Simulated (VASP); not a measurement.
Input of a VASP 6.6.1 run:

INCAR

```
SYSTEM = EuS
PREC = Accurate ; ENCUT = 600
EDIFF = 1E-6 ; ISMEAR = 0
SIGMA = 0.05 ; LREAL = .False.
LASPH = .True. ; NELM = 200
ALGO = Normal ; ISIF = 2
LWAVE = .False. ; LCHARG = .False.
ISPIN = 2 ; MAGMOM = 7.55 0
LORBIT = 11 ; LMAXMIX = 6
LDAU = .True. ; LDAUTYPE = 2
LDAUL = 3 -1 ; LDAUU = 6 0
LDAUJ = 0 0 ; LDAUPRINT = 1
GGA = PE ; IVDW = 12
NBANDS = 22 ; GGA_COMPAT = .False.
```

Contents of KPOINTS:

```
regular mesh
0
Gamma
  8 8 8
  0 0 0
```

Contents of POSCAR:

```
EuS
1.0
    0.0000000000      2.9785018670      2.9785018670
    2.9785018670      0.0000000000      2.9785018670
    2.9785018670      2.9785018670      0.0000000000
Eu S
1 1
Direct
    0.5000000000      0.5000000000      0.5000000000
    0.0000000000      0.0000000000      0.0000000000
```

Potentials or basis: VASP PAW PBE potentials, release 64 (Eu, S).

The run is started by

```bash
$ cat potpaw_PBE.64/Eu/POTCAR potpaw_PBE.64/S/POTCAR > POTCAR
$ mpirun -np 1 vasp_std > vasp.out
```

(1) Estimate the pressure.

(2) Estimate the net moment.

(3) Predict the band gap on the k mesh.

(4) Estimate the dispersion energy per atom.

Results:

(1) -1.0 GPa.

(2) 7.00 μB per cell.

(3) 0.42 eV (least direct gap 0.69 eV).

(4) -0.330 eV.

Caveat: three body term missing; spin-orbit coupling is left out, which moves the levels of the heavy elements; a cell with one magnetic atom can't hold antiferromagnetic order, which such compounds often take.
